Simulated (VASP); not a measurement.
# CdS5: relaxation of cell and atoms with PBE

CdS5:

```
Cd S
1.0
     4.20000    0.00000    0.00000
     0.00000    4.50000    0.00000
     0.00000    0.00000   14.30000
Cd S
2 10
Cartesian
  0.0000 0.0000 0.0000
  2.1000 2.2500 0.0000
  1.5750 3.1365 4.0469
  2.6250 1.3635 4.0469
  3.6750 1.3635 5.8201
  0.5250 3.1365 5.8201
  3.6750 3.6135 10.2531
  0.5250 0.8865 10.2531
  1.5750 0.8865 8.4799
  2.6250 3.6135 8.4799
  2.1000 0.0000 12.9415
  0.0000 2.2500 1.3585
```

```json
{
 "Program": "VASP 6.6.1",
 "Task": "relaxation of cell and atoms",
 "Functional": "PBE",
 "Potentials or basis": "VASP PAW PBE potentials, release 64 (Cd, S)",
 "Cutoff": "600 eV",
 "k mesh": "4 × 4 × 2",
 "Occupations": "gaussian, width 0.2 eV",
 "Spin": "no spin polarisation",
 "Dipole correction": "no",
 "Further INCAR settings": "ALGO = Normal; EDIFF = 1e-06; IBRION = 2; EDIFFG = -0.08; NSW = 36; ISIF = 3"
}
```

* Relaxed volume: 32.71 Å³/atom
* Relaxed cell: a = 4.553 Å, b = 5.158 Å, c = 16.713 Å, α = 90.00°, β = 90.00°, γ = 90.00°
* Space group after relaxing (to 0.1 Å): P2_12_12 (No. 18)
* Energy gained by relaxing: 164.8 meV/atom
* Ionic steps: 31
* Pressure after relaxing: 0.0 GPa
* Largest force after relaxing: 0.079 eV/Å
* Band gap on the k mesh: 1.31 eV (least direct gap 1.75 eV)

Forces on the atoms (eV/Å):
```
Cd   0.000  0.000 -0.066
Cd   0.000  0.000  0.066
S   -0.032  0.071 -0.012
S    0.032 -0.071 -0.012
S    0.000  0.004  0.017
S    0.000 -0.004  0.017
S   -0.032 -0.071  0.012
S    0.032  0.071  0.012
S    0.000 -0.004 -0.017
S    0.000  0.004 -0.017
S    0.000  0.000 -0.018
S    0.000  0.000  0.018
```

The path:
| step | energy change (eV) | largest force (eV/Å) | pressure (GPa) | volume (Å³) |
| --- | --- | --- | --- | --- |
| 1 | 0.0000 | 0.4751 | 7.04 | 270.27 |
| 2 | -0.7645 | 1.4638 | -1.50 | 310.77 |
| 3 | -0.7795 | 1.3409 | -0.63 | 304.97 |
| 4 | -1.2876 | 0.8003 | 0.39 | 316.11 |
| 5 | -1.4058 | 0.8385 | 1.39 | 323.89 |
| 6 | -1.5826 | 0.8526 | -0.03 | 342.30 |
| 7 | -1.6240 | 0.8676 | -0.88 | 357.63 |
| 8 | -1.7611 | 0.5508 | -0.02 | 365.07 |
| 9 | -1.7885 | 0.7374 | 0.58 | 370.07 |
| 10 | -1.8731 | 0.2878 | -0.05 | 378.14 |
| 11 | -1.8880 | 0.1502 | -0.42 | 383.29 |
| 12 | -1.9029 | 0.1258 | -0.17 | 382.86 |
| 13 | -1.9105 | 0.1736 | 0.20 | 382.25 |
| 14 | -1.9199 | 0.1449 | 0.06 | 383.69 |
| 15 | -1.9231 | 0.1345 | -0.09 | 385.25 |
| 16 | -1.9290 | 0.1547 | 0.11 | 385.21 |
| 17 | -1.9296 | 0.1650 | 0.21 | 385.19 |
| 18 | -1.9344 | 0.1541 | 0.14 | 386.04 |
| 19 | -1.9432 | 0.1189 | -0.05 | 388.60 |
| 20 | -1.9341 | 0.2671 | -0.43 | 393.71 |
| 21 | -1.9444 | 0.1023 | -0.15 | 389.88 |
| 22 | -1.9500 | 0.1004 | -0.03 | 389.70 |
| 23 | -1.9548 | 0.1348 | 0.21 | 389.29 |
| 24 | -1.9590 | 0.1022 | 0.09 | 390.12 |
| 25 | -1.9605 | 0.1811 | -0.12 | 391.64 |
| 26 | -1.9609 | 0.1509 | -0.06 | 391.15 |
| 27 | -1.9658 | 0.1013 | -0.03 | 391.47 |
| 28 | -1.9725 | 0.1578 | 0.06 | 392.35 |
| 29 | -1.9762 | 0.0824 | -0.10 | 393.18 |
| 30 | -1.9763 | 0.0821 | -0.13 | 393.32 |
| 31 | -1.9778 | 0.0793 | 0.00 | 392.47 |

Final structure:
```
CELL_PARAMETERS angstrom
4.55289 0.00000 0.00000
0.00000 5.15791 0.00000
0.00000 0.00000 16.71284
ATOMIC_POSITIONS crystal
Cd 0.00000 0.00000 0.01384
Cd 0.50000 0.50000 0.98616
S 0.41673 0.67497 0.30087
S 0.58327 0.32503 0.30087
S 0.91657 0.32447 0.39811
S 0.08343 0.67553 0.39811
S 0.91673 0.82503 0.69913
S 0.08327 0.17497 0.69913
S 0.41657 0.17553 0.60189
S 0.58343 0.82447 0.60189
S 0.50000 0.00000 0.93922
S 0.00000 0.50000 0.06078
```

Levels at points of the mesh, in eV from the valence-band top:
```tsv
k point	band 39	band 40	band 41	band 42	band 43	band 44	band 45	band 46
(0.00, 0.00, 0.00)	-0.61	-0.60	-0.55	-0.48	1.31	1.62	2.24	2.35
(0.50, 0.00, 0.00)	-0.99	-0.99	-0.87	-0.87	2.11	2.11	3.03	3.03
(0.00, 0.50, 0.00)	-0.48	-0.48	0.00	0.00	1.76	1.76	2.37	2.37
(0.50, 0.50, 0.00)	-0.84	-0.84	-0.82	-0.82	2.89	2.89	2.90	2.90
(0.00, 0.00, 0.50)	-0.62	-0.59	-0.56	-0.48	1.31	1.61	2.24	2.38
(0.50, 0.00, 0.50)	-1.02	-1.02	-0.85	-0.85	2.10	2.10	3.03	3.03
(0.00, 0.50, 0.50)	-0.48	-0.48	0.00	0.00	1.75	1.75	2.38	2.38
(0.50, 0.50, 0.50)	-0.84	-0.84	-0.81	-0.81	2.89	2.89	2.90	2.90
```

It took 52 min on 1 thread of Intel(R) Xeon(R) 6975P-C (Granite Rapids), on a shared host, peak memory 0.57 GiB.

Caveat: the volume moved by over 15 % at a fixed basis, so the end points are rough; the relaxation stopped at a loose force limit of 0.08 eV/Å, so its end isn't a converged minimum. A k mesh can miss the band edges.
